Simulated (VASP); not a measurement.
Wanted: the native input for a VASP 6.6.1 run.

```
Task                   : single point
Functional             : PBEsol
Potentials or basis    : VASP PAW PBE potentials, release 64 (Hf_pv)
Cutoff                 : 520 eV
k mesh                 : 6 × 6 × 4
Occupations            : gaussian, width 0.1 eV
Spin                   : no spin polarisation
Dipole correction      : no
Further INCAR settings : ALGO = Normal; EDIFF = 1e-07; NBANDS = 17
```

The structure of Hf lies in POSCAR:

```
Hf
1.0
    3.0485661379      0.0000000000      0.0000000000
   -1.5242830689      2.6401357206      0.0000000000
    0.0000000000      0.0000000000      4.8196394144
Hf
2
Direct
    0.3333333333      0.6666666667      0.2500000000
    0.6666666667      0.3333333333      0.7500000000
```

These files were run (other wordings do the same):

INCAR

```
ALGO = Normal
EDIFF = 1E-7
ENCUT = 520
GGA = PS
ISIF = 2
ISMEAR = 0
LASPH = True
LCHARG = False
LREAL = False
LWAVE = False
NBANDS = 17
NELM = 100
PREC = Accurate
SIGMA = 0.1
```

KPOINTS

```
k-points
0
Gamma
  6 6 4
```

Potentials or basis: VASP PAW PBE potentials, release 64 (Hf_pv).

Command:

```console
$ cat potpaw_PBE.64/Hf_pv/POTCAR > POTCAR
$ mpirun -np 1 vasp_std > vasp.out
```

Results of the run:

```json
{
 "Pressure": "13.7 GPa",
 "Band gap on the k mesh": "zero (band 10 reaches 6.97 eV, above the bottom of band 11 at 5.79 eV)"
}
```

Caveat: the k points lie up to 0.40 Å⁻¹ apart; the PAW data sets were made with another functional, which shifts forces and pressure a little; spin-orbit coupling is left out, which moves the levels of the heavy elements.

Wall time 14 s on 1 thread of AMD EPYC 7R43 64-Core Processor (Zen 3), with other jobs on the host, peak memory 0.12 GiB.
